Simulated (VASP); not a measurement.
Runs of VASP 6.6.1 on Cr. The structure is that of space group P6_3/mmc (No. 194), or close to it. The cells are those of the table. 

```csv
cell,gap on the mesh (eV),pressure (GPa)
"a = 2.370, b = 2.370, c = 8.309 Å, angles 90.0, 90.0, 120.0°, 4 atoms",none,(b)
"a = 2.405, b = 2.405, c = 8.433 Å, angles 90.0, 90.0, 120.0°, 4 atoms",none,24.9
"a = 2.440, b = 2.440, c = 8.554 Å, angles 90.0, 90.0, 120.0°, 4 atoms",none,(a)
"a = 2.506, b = 2.506, c = 8.785 Å, angles 90.0, 90.0, 120.0°, 4 atoms",none,-9.7
"a = 2.568, b = 2.568, c = 9.005 Å, angles 90.0, 90.0, 120.0°, 4 atoms",none,-23.3
```

Alike in all rows: task single point; level PBEsol; potentials or basis VASP PAW PBE potentials, release 64 (Cr_pv); no spin polarisation; k mesh 16 × 16 × 4; cutoff (eV) 520; smearing fermi-dirac 0.1 eV.

Problem. Estimate the missing entries.

Solution. (a) 10.9; (b) 42.3.

Caveats: the PAW data sets were made with another functional, which shifts forces and pressure a little; the run has no spin polarisation, though such a crystal can be magnetic.

A gap of «none» marks levels without a gap at the run's occupations.
